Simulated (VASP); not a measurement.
Wanted: the native input for a VASP 6.6.1 run.

```
Task                   : single point
Functional             : LDA
Potentials or basis    : VASP PAW LDA potentials, release 64 (Al, Ir)
Cutoff                 : 520 eV
k mesh                 : 11 × 11 × 11
Occupations            : fermi-dirac, width 0.03 eV
Spin                   : collinear spin
Starting moments       : [0.0, 0.6] μB
Fixed moment           : 0.6 μB
Dipole correction      : no
Further INCAR settings : ALGO = Normal; EDIFF = 1e-06; NBANDS = 17
```

The structure of AlIr lies in POSCAR:

```
AlIr
1.0
    2.9945548500      0.0000000000      0.0000000000
    0.0000000000      2.9945548500      0.0000000000
    0.0000000000      0.0000000000      2.9945548500
Al Ir
1 1
Direct
    0.0000000000      0.0000000000      0.0000000000
    0.5000000000      0.5000000000      0.5000000000
```

These files were run (other wordings do the same):

INCAR

```
PREC = Accurate
ENCUT = 520
EDIFF = 1E-6
ISMEAR = -1
SIGMA = 0.03
LREAL = False
LASPH = True
NELM = 150
ALGO = Normal
ISIF = 2
LWAVE = False
LCHARG = True
ISPIN = 2
MAGMOM = 0 0.6
LORBIT = 11
NUPDOWN = 0.6
LMAXMIX = 4
GGA = CA
LELF = True
LVHAR = True
NBANDS = 17
```

KPOINTS

```
Automatic mesh
0
Gamma
  11 11 11
```

Potentials or basis: VASP PAW LDA potentials, release 64 (Al, Ir).

The run is started by

```bash
$ cat potpaw_LDA.64/Al/POTCAR potpaw_LDA.64/Ir/POTCAR > POTCAR
$ mpirun -np 1 vasp_std > vasp.out
```

It gave:

```
Pressure                                              : -0.9 GPa
Net moment                                            : 0.60 μB per cell
Site moments                                          : Al +0.01; Ir +0.52 μB
Valence electrons inside the program's atomic spheres : Al 0.80; Ir 8.60
```

Caveat: the total moment is fixed, so each spin has its own Fermi level.

Run time: 28 s on 1 thread of Intel Xeon 8259CL, on a shared host, peak memory 0.16 GiB.
